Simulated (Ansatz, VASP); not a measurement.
Ge: VASP and Ansatz over several settings

```
Ge
1.0
     3.99759    0.00000    0.00000
    -1.99879    3.46201    0.00000
     0.00000    0.00000    6.59938
Ge
4
Direct
  0.33333 0.66667 0.93710
  0.66667 0.33333 0.43710
  0.33333 0.66667 0.56290
  0.66667 0.33333 0.06290
```

Single points on this cell with VASP 6.6.1 and Ansatz 0.2.0. Each row is one pair of runs. Alike in all rows: spin: off; k mesh: 8 × 8 × 4; VASP's potentials, cutoff: VASP PAW PBE potentials, release 64 (Ge_d), 520 eV; Ansatz's potentials, cutoff: Ansatz PAW, 420 eV.

```csv
level,smearing,"gap on the k mesh at the Fermi level (eV), VASP","gap on the k mesh at the Fermi level (eV), Ansatz","least direct gap on the mesh (eV), VASP","least direct gap on the mesh (eV), Ansatz","pressure (GPa), VASP","pressure (GPa), Ansatz"
PBE,"gaussian, width 0.024 eV",0.12,0.13,0.12,0.13,2.9,3.0
PBE,"gaussian, width 0.025 eV",0.12,0.13,0.12,0.13,2.9,3.0
PBE,"gaussian, width 0.026 eV",0.12,0.13,0.12,0.13,2.9,3.0
PBE,"gaussian, width 0.027 eV",0.12,0.13,0.12,0.13,2.9,3.0
PBE,"gaussian, width 0.028 eV",0.12,0.13,0.12,0.13,2.9,3.0
PBE,"gaussian, width 0.029 eV",0.12,0.13,0.12,0.13,2.9,3.0
PBE,"gaussian, width 0.03 eV",0.12,0.13,0.12,0.13,2.9,3.0
PBE,"gaussian, width 0.016 eV",0.12,0.13,0.12,0.13,2.9,3.0
```

Gap on the k mesh at the fermi level (eV): the two programs differ by at most 0.005; least direct gap on the mesh (eV): the two programs differ by at most 0.005; pressure (GPa): the two programs differ by at most 0.1.
